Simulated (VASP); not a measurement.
Write the native input for VASP 6.6.1 that does the following.

| Quantity | Value |
| --- | --- |
| Task | single point |
| Functional | LDA |
| Potentials or basis | VASP PAW LDA potentials, release 64 (Co, O) |
| Cutoff | 600 eV |
| k mesh | 10 × 10 × 10 |
| Occupations | fermi-dirac, width 0.1 eV |
| Spin | collinear spin, ferromagnetic start |
| Starting moments | [2.5, 0.0] μB |
| Dipole correction | no |
| Further INCAR settings | ALGO = Normal; EDIFF = 1e-06; NBANDS = 18 |

The structure of CoO lies in POSCAR:

```
CoO
1.0
    0.0000000000      2.1315000000      2.1315000000
    2.1315000000      0.0000000000      2.1315000000
    2.1315000000      2.1315000000      0.0000000000
Co O
1 1
Direct
    0.0000000000      0.0000000000      0.0000000000
    0.5000000000      0.5000000000      0.5000000000
```

The input as run:

INCAR

```
ALGO = Normal
EDIFF = 1E-6
ENCUT = 600
GGA_COMPAT = False
ISIF = 2
ISMEAR = -1
ISPIN = 2
LASPH = True
LCHARG = False
LMAXMIX = 4
LORBIT = 11
LREAL = False
LWAVE = False
MAGMOM = 2.5 0
NBANDS = 18
NELM = 200
PREC = Accurate
SIGMA = 0.1
```

KPOINTS

```
k-points
0
Gamma
  10 10 10
```

Potentials or basis: VASP PAW LDA potentials, release 64 (Co, O).

Command:

```sh
$ cat potpaw_LDA.64/Co/POTCAR potpaw_LDA.64/O/POTCAR > POTCAR
$ mpirun -np 1 vasp_std > vasp.out
```

It gave:

* Pressure: -20.9 GPa
* Net moment: 2.68 μB per cell
* Site moments: Co +2.35; O +0.27 μB
* Valence electrons inside the program's atomic spheres: Co 7.84; O 4.92

Caveat: the cell stands under tension; a cell with one magnetic atom can't hold antiferromagnetic order, which such compounds often take.

It took 42 s on 1 thread of AMD EPYC 7R13 Processor (Zen 3), with other jobs on the host, peak memory 0.12 GiB.
